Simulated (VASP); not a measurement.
# Au (Cmcm) in VASP: single point with PBE

Aim: the single point of Au with PBE.

Everything below comes from runs of VASP 6.6.1. Logs are shortened: lines on timing, memory, paths and dates and some standing lists are left out, and cuts for length are marked.

## Step 1: The cell of the first run

Symmetry: Cmcm, No. 63, orthorhombic system. The conventional cell has a = 2.823 Å, b = 5.112 Å, c = 4.893 Å, α = 90.00°, β = 90.00°, γ = 90.00°. Au (site symmetry m2m) has 12 Au at 2.82 to 2.97 Å within 3.7 Å.

## Step 2: Single point, PBE

File INCAR:

```
ALGO = Normal ; EDIFF = 1E-6
ENCUT = 500 ; GGA = PE
GGA_COMPAT = F ; ISIF = 2
ISMEAR = 0 ; LASPH = T
LCHARG = T ; LELF = T
LREAL = F ; LVHAR = T
LWAVE = F ; NBANDS = 18
NELM = 120 ; PREC = Accurate
SIGMA = 0.15
```

File KPOINTS:

```
k-points
0
Gamma
  24 24 12
```

File POSCAR:

```
Au
1.0
    1.4113099650     -2.5559330250      0.0000000000
    1.4113099650      2.5559330250      0.0000000000
    0.0000000000      0.0000000000      4.8931696100
Au
2
Direct
    0.6653279700      0.3346720300      0.2500000000
    0.3346720300      0.6653279700      0.7500000000
```

Potentials or basis: VASP PAW PBE potentials, release 64 (Au).

Command:

```console
cat potpaw_PBE.64/Au/POTCAR > POTCAR
mpirun -np 1 vasp_std > vasp.out
```

OUTCAR:

```text
EDIFF = 1E-6
   ENCUT = 500
   GGA = PE
   ISIF = 2
   ISMEAR = 0
   LASPH = T
   LREAL = F
   NELM = 120
   PREC = Accurate

 ion  position               nearest neighbor table
   1  0.665  0.335  0.250-   2 2.95   2 2.95   2 2.95   2 2.95   2 2.97   2 2.97
   2  0.335  0.665  0.750-   1 2.95   1 2.95   1 2.95   1 2.95   1 2.97   1 2.97

  LATTYP: Found a base centered orthorhombic cell.
 ALAT       =     2.8226199300
 B/A-ratio  =     1.8110359088
 C/A-ratio  =     1.7335559627

  Lattice vectors:

 A1 = (   1.4113099650,  -2.5559330250,   0.0000000000)
 A2 = (   1.4113099650,   2.5559330250,   0.0000000000)
 A3 = (   0.0000000000,   0.0000000000,   4.8931696100)

Analysis of symmetry for initial positions (statically):
=====================================================================
 Subroutine PRICEL returns:
 Original cell was already a primitive cell.

 Routine SETGRP: Setting up the symmetry group for a
 base centered orthorhombic supercell.

 Subroutine GETGRP returns: Found  8 space group operations
 (whereof  4 operations were pure point group operations)
 out of a pool of  8 trial point group operations.

The static configuration has the point symmetry C_2h.
 The point group associated with its full space group is D_2h.

Analysis of symmetry for dynamics (positions and initial velocities):
=====================================================================
 Subroutine PRICEL returns:
 Original cell was already a primitive cell.

 Routine SETGRP: Setting up the symmetry group for a
 base centered orthorhombic supercell.

 Subroutine GETGRP returns: Found  8 space group operations
 (whereof  4 operations were pure point group operations)
 out of a pool of  8 trial point group operations.

The dynamic configuration has the point symmetry C_2h.
 The point group associated with its full space group is D_2h.

 Subroutine INISYM returns: Found  8 space group operations
 (whereof  4 operations are pure point group operations),
 and found     1 'primitive' translations

----------------------------------------------------------------------------------------

                                     Primitive cell

  volume of cell :      35.3014

  direct lattice vectors                    reciprocal lattice vectors
     1.411309965 -2.555933025  0.000000000     0.354280783 -0.195623279  0.000000000
     1.411309965  2.555933025  0.000000000     0.354280783  0.195623279  0.000000000
     0.000000000  0.000000000  4.893169610     0.000000000  0.000000000  0.204366511

  length of vectors
     2.919689957  2.919689957  4.893169610     0.404701545  0.404701545  0.204366511

  position of ions in fractional coordinates (direct lattice)
     0.665327970  0.334672030  0.250000000
     0.334672030  0.665327970  0.750000000

  ion indices of the primitive-cell ions
   primitive index   ion index
                 1           1
                 2           2

----------------------------------------------------------------------------------------

 KPOINTS: k-points

Automatic generation of k-mesh.
 Grid dimensions read from file:
 generate k-points for:   24   24   12

 Generating k-lattice:

  Cartesian coordinates                     Fractional coordinates (reciprocal lattice)
     0.014761699 -0.008150970  0.000000000     0.041666667  0.000000000  0.000000000
     0.014761699  0.008150970  0.000000000     0.000000000  0.041666667  0.000000000
     0.000000000  0.000000000  0.017030543     0.000000000  0.000000000  0.083333333

  Length of vectors
     0.016862564  0.016862564  0.017030543

  Shift w.r.t. Gamma in fractional coordinates (k-lattice)
     0.000000000  0.000000000  0.000000000

 Subroutine IBZKPT returns following result:
 ===========================================

 Found   1099 irreducible k-points:

 Following reciprocal coordinates:
            Coordinates               Weight
  0.000000  0.000000  0.000000      1.000000
  0.041667 -0.000000  0.000000      4.000000
  0.083333 -0.000000  0.000000      4.000000
  0.125000 -0.000000  0.000000      4.000000
  0.166667 -0.000000  0.000000      4.000000
  0.208333  0.000000  0.000000      4.000000
[... 16 lines left out ...]
  0.416667  0.041667  0.000000      4.000000
  0.458333  0.041667  0.000000      4.000000
 [... further k-points ...]
   k-points           NKPTS =   1099   k-points in BZ     NKDIM =   1099   number of bands    NBANDS=     18
   number of dos      NEDOS =    301   number of ions     NIONS =      2
   total plane-waves  NPLWV =  20736
   dimension x,y,z NGX =    24 NGY =   24 NGZ =   36
   dimension x,y,z NGXF=    48 NGYF=   48 NGZF=   72
   ions per type =               2
   NGX,Y,Z   is equivalent  to a cutoff of  13.67, 13.67, 12.23 a.u.
   NGXF,Y,Z  is equivalent  to a cutoff of  27.33, 27.33, 24.46 a.u.
 SYSTEM =  unknown system
   PREC   = accura    normal or accurate (medium, high low for compatibility)
   ISTART =      0    job   : 0-new  1-cont  2-samecut
   ICHARG =      2    charge: 1-file 2-atom 10-const
   ISPIN  =      1    spin polarized calculation?
   LNONCOLLINEAR =      F non collinear calculations
   LSORBIT =      F    spin-orbit coupling
   LASPH  =      T    aspherical Exc in radial PAW
   ENCUT  =  500.0 eV  36.75 Ry    6.06 a.u.   5.32  5.32  8.92*2*pi/ulx,y,z
   NELM   =    120;   NELMIN=  2; NELMDL= -5     # of ELM steps
   EDIFF  = 0.1E-05   stopping-criterion for ELM
   LREAL  =      F    real-space projection
[... 7 lines left out ...]
   TEBEG  =    0.0;   TEEND  =   0.0 temperature during run
   PSTRESS=    0.0 pullay stress
   NELECT =      22.0000    total number of electrons
   NUPDOWN=      -1.0000    fix difference up-down
   EMIN   =  10.00;   EMAX   =-10.00  energy-range for DOS
   EFERMI =   0.00;   METHOD = LEGACY
   ISMEAR =     0;   SIGMA  =   0.15  broadening in eV -4-tet -1-fermi 0-gaus
   EFERMI_NEDOS =   21; number of points for ismear=-14 and -15
   IALGO  =     38    algorithm
   IMIX   =      4    mixing-type and parameters
     AMIX     =   0.40;   BMIX     =  1.00
     AMIX_MAG =   1.60;   BMIX_MAG =  1.00
  volume/ion in A,a.u.               =      17.65       119.11
  Fermi-wavevector in a.u.,A,eV,Ry     =   1.398358  2.642513 26.604898  1.955405
  Thomas-Fermi vector in A             =   2.521524
   LORBIT       =      0    0 simple, 1 ext, 2 COOP (PROOUT), +10 PAW based schemes
   GGA     = PE    functional components
   LHFCALC =     F    Hartree Fock is set to
   AEXX    =    0.0000 exact exchange contribution
   IVDW    =     0    specifies the selected vdW correction
   LEPSILON=     F    determine dielectric tensor
   LRPA    =     F    only Hartree local field effects (RPA)
 non-spin polarized calculation
 Gauss-broadening in eV      SIGMA  =   0.15
  energy-cutoff  :      500.00
  volume of cell :       35.30
 maximum number of plane-waves:       912
 NGX is ok and might be reduce to    24
   NGX = 11   NGY = 11   NGZ = 17

 number of electron      21.9999996 magnetization

 Free energy of the ion-electron system (eV)
  ---------------------------------------------------
  ext. energy  EPLUGINS =         0.00000000
  ---------------------------------------------------
  free energy    TOTEN  =        -6.41911378 eV

  energy without entropy =       -6.41207671  energy(sigma->0) =       -6.41559525

 E-fermi :   8.8841     XC(G=0): -12.5050

 val. band max:        8.8821082787   @ k =   0.5000   0.3750   0.3333
 cond. band min:       8.8873548401   @ k =   0.2083   0.2083   0.4167
 fundamental gap:      0.0052465614
 Fermi energy:         8.8841080666

 k-point     1 :       0.0000    0.0000    0.0000
  band No.  band energies     occupation
      1      -0.5934      2.00000
      2       1.7761      2.00000
      3       4.1427      2.00000
      4       4.1985      2.00000
      5       4.5311      2.00000
      6       4.7738      2.00000
[... 10 lines left out ...]
     17      26.8101      0.00000
     18      27.7458      0.00000

 k-point     2 :       0.0417   -0.0000    0.0000
  band No.  band energies     occupation
      1      -0.5374      2.00000
      2       1.8240      2.00000
      3       4.1309      2.00000
      4       4.2471      2.00000
      5       4.5498      2.00000
      6       4.7722      2.00000
[... 10 lines left out ...]
     17      26.5253      0.00000
     18      27.2940      0.00000

 k-point     3 :       0.0833   -0.0000    0.0000
  band No.  band energies     occupation
      1      -0.3714      2.00000
      2       1.9633      2.00000
      3       4.1107      2.00000
      4       4.3622      2.00000
      5       4.5935      2.00000
      6       4.7811      2.00000
[... 10 lines left out ...]
     17      26.0398      0.00000
     18      26.6916      0.00000

 k-point     4 :       0.1250   -0.0000    0.0000
  band No.  band energies     occupation
      1      -0.1016      2.00000
      2       2.1789      2.00000
      3       4.0640      2.00000
      4       4.5237      2.00000
      5       4.6162      2.00000
      6       4.8369      2.00000
[... 10 lines left out ...]
     17      25.3508      0.00000
     18      26.8881      0.00000

 k-point     5 :       0.1667   -0.0000    0.0000
  band No.  band energies     occupation
      1       0.2599      2.00000
      2       2.4371      2.00000
      3       3.9956      2.00000
      4       4.5282      2.00000
      5       4.6728      2.00000
      6       4.7656      2.00000
[... 10 lines left out ...]
     17      25.3372      0.00000
     18      26.3193      0.00000

 k-point     6 :       0.2083    0.0000    0.0000
  band No.  band energies     occupation
      1       0.6921      2.00000
      2       2.6709      2.00000
      3       3.9662      2.00000
      4       4.2687      2.00000
      5       4.4358      2.00000
      6       5.0143      2.00000
[... 10 lines left out ...]
     17      25.3578      0.00000
     18      26.0191      0.00000

 k-point     7 :       0.2500   -0.0000    0.0000
  band No.  band energies     occupation
      1       1.1599      2.00000
      2       2.7860      2.00000
      3       3.8965      2.00000
      4       4.0560      2.00000
      5       4.3765      2.00000
      6       4.8832      2.00000
[... 10 lines left out ...]
     17      25.3682      0.00000
     18      25.7943      0.00000

 k-point     8 :       0.2917   -0.0000    0.0000
  band No.  band energies     occupation
      1       1.6076      2.00000
      2       2.7596      2.00000
      3       3.5721      2.00000
      4       4.2271      2.00000
      5       4.4441      2.00000
      6       4.7563      2.00000
[... 10 lines left out ...]
     17      23.5354      0.00000
     18      25.2650      0.00000
[... 229 lines left out ...]
     17      24.4378      0.00000
     18      25.5235      0.00000

 k-point    20 :       0.2917    0.0417    0.0000
  band No.  band energies     occupation
      1       1.8549      2.00000
      2       2.7505      2.00000
      3       3.4123      2.00000
      4       4.2665      2.00000
      5       4.5365      2.00000
      6       4.6123      2.00000
[... 10 lines left out ...]
     17      22.9885      0.00000
     18      24.9291      0.00000

 k-point    21 :       0.3333    0.0417    0.0000
  band No.  band energies     occupation
      1       2.1470      2.00000
      2       2.6366      2.00000
      3       3.1774      2.00000
      4       4.4506      2.00000
      5       4.5135      2.00000
      6       4.7900      2.00000
[... 10 lines left out ...]
     17      22.2263      0.00000
     18      24.3650      0.00000

 k-point    22 :       0.3750    0.0417    0.0000
  band No.  band energies     occupation
      1       2.3056      2.00000
      2       2.5297      2.00000
      3       3.0006      2.00000
      4       4.4421      2.00000
      5       4.6791      2.00000
      6       4.8351      2.00000
[... 10 lines left out ...]
     17      21.5114      0.00000
     18      23.9164      0.00000

 k-point    23 :       0.4167    0.0417    0.0000
  band No.  band energies     occupation
      1       2.3697      2.00000
      2       2.4527      2.00000
      3       2.8835      2.00000
      4       4.4008      2.00000
      5       4.7629      2.00000
      6       4.8792      2.00000
[... 10 lines left out ...]
     17      20.9057      0.00000
     18      23.6115      0.00000

 k-point    24 :       0.4583    0.0417    0.0000
  band No.  band energies     occupation
      1       2.3789      2.00000
      2       2.4218      2.00000
      3       2.8267      2.00000
      4       4.3909      2.00000
      5       4.7155      2.00000
      6       4.9901      2.00000
[... 10 lines left out ...]
     17      20.5388      0.00000
     18      23.4562      0.00000

 [... further k-points ...]
[... 5 lines left out ...]
  --------------------------------------------------------------------------------------
  -------------------------------------------------------------------------------------
  Total        1.0569370      0.4562130      0.4035203      0.0000000      0.0000000      0.0000000
  in kB       47.9697599     20.7055191     18.3140249      0.0000000      0.0000000      0.0000000
  external PRESSURE =      28.9964346 kB  Pullay stress =       0.0000000 kB

 VOLUME and BASIS-vectors are now :
 -----------------------------------------------------------------------------
  energy-cutoff  :      500.00
  volume of cell :       35.30
      direct lattice vectors                 reciprocal lattice vectors
     1.411309965 -2.555933025  0.000000000     0.354280783 -0.195623279  0.000000000
     1.411309965  2.555933025  0.000000000     0.354280783  0.195623279  0.000000000
     0.000000000  0.000000000  4.893169610     0.000000000  0.000000000  0.204366511

 POSITION                                       TOTAL-FORCE (eV/Angst)
 -----------------------------------------------------------------------------------
      1.41131     -0.84513      1.22329         0.000000      0.018321      0.000000
      1.41131      0.84513      3.66988         0.000000     -0.018321     -0.000000
 -----------------------------------------------------------------------------------
    total drift:                                0.000000      0.000000     -0.000000

  FREE ENERGIE OF THE ION-ELECTRON SYSTEM (eV)
  ---------------------------------------------------
  free  energy   TOTEN  =        -6.4191137828 eV

  energy  without entropy=       -6.4120767144  energy(sigma->0) =       -6.41559525
```

Wall time 5.8 min (1 thread of Intel Xeon Platinum 8259CL at 2.50GHz (Skylake/Cascade Lake), shared host); peak memory 0.6 GiB.

What came out:

```yaml
Free_energy: -6.4191 eV
Pressure: 2.9 GPa
Largest_force: 0.018 eV/Å
Band_gap_on_the_k_mesh: zero (bands 11 and 12 overlap by 6.55 eV)
```

Forces in eV/Å, atoms in the order of the input:
```
Au   0.000  0.018  0.000
Au   0.000 -0.018  0.000
```

Levels at points of the mesh, in eV from the Fermi level:
```csv
k point,band 8,band 9,band 10,band 11,band 12,band 13,band 14,band 15
"(0.00, 0.00, 0.00)",-3.48,-3.32,-2.19,-2.12,-1.03,2.40,14.56,15.53
"(0.50, 0.00, 0.00)",-2.00,-1.81,-1.66,0.51,1.74,5.77,7.25,7.26
"(0.50, 0.50, 0.00)",-1.90,-1.89,-1.72,0.23,1.26,5.37,6.77,6.91
"(0.00, 0.00, 0.50)",-4.17,-2.66,-2.66,-2.51,-2.51,10.20,10.20,14.89
"(0.50, 0.00, 0.50)",-2.38,-1.70,-1.70,0.69,0.69,4.03,4.03,13.08
"(0.50, 0.50, 0.50)",-2.37,-1.78,-1.78,0.31,0.31,3.47,3.47,12.66
```

Caveat: spin-orbit coupling is left out, which moves the levels of the heavy elements.
